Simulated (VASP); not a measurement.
Input of a VASP 6.6.1 run:

INCAR

```
PREC = Accurate ; ENCUT = 520
EDIFF = 1E-6 ; ISMEAR = 0
SIGMA = 0.2 ; LREAL = F
LASPH = T ; NELM = 80
ALGO = Normal ; ISIF = 2
LWAVE = F ; LCHARG = F
GGA = PE ; NBANDS = 18
```

Contents of KPOINTS:

```
Automatic mesh
0
Gamma
  8 4 4
```

Contents of POSCAR:

```
Sb
1.0
   -2.1967746823      2.2009442233      0.0000000000
    0.0000000000      0.0000000000     -6.2191718620
   -4.3935493647     -4.4018884466      0.0000000000
Sb
4
Direct
    0.0000000000      0.7500000000      0.0000000000
    0.0000000000      0.2500000000      0.0000000000
    0.0000000000      0.7500000000      0.5000000000
    0.0000000000      0.2500000000      0.5000000000
```

Potentials or basis: VASP PAW PBE potentials, release 64 (Sb).

The run is started by

```console
$ cat potpaw_PBE.64/Sb/POTCAR > POTCAR
$ mpirun -np 1 vasp_std > vasp.out
```

(1) Predict the band gap on the k mesh.

(2) Estimate the pressure.

## Answers

(1) zero (band 10 reaches 10.28 eV, above the bottom of band 11 at 5.04 eV).

(2) 0.2 GPa.

Caveat: spin-orbit coupling is left out, which moves the levels of the heavy elements.
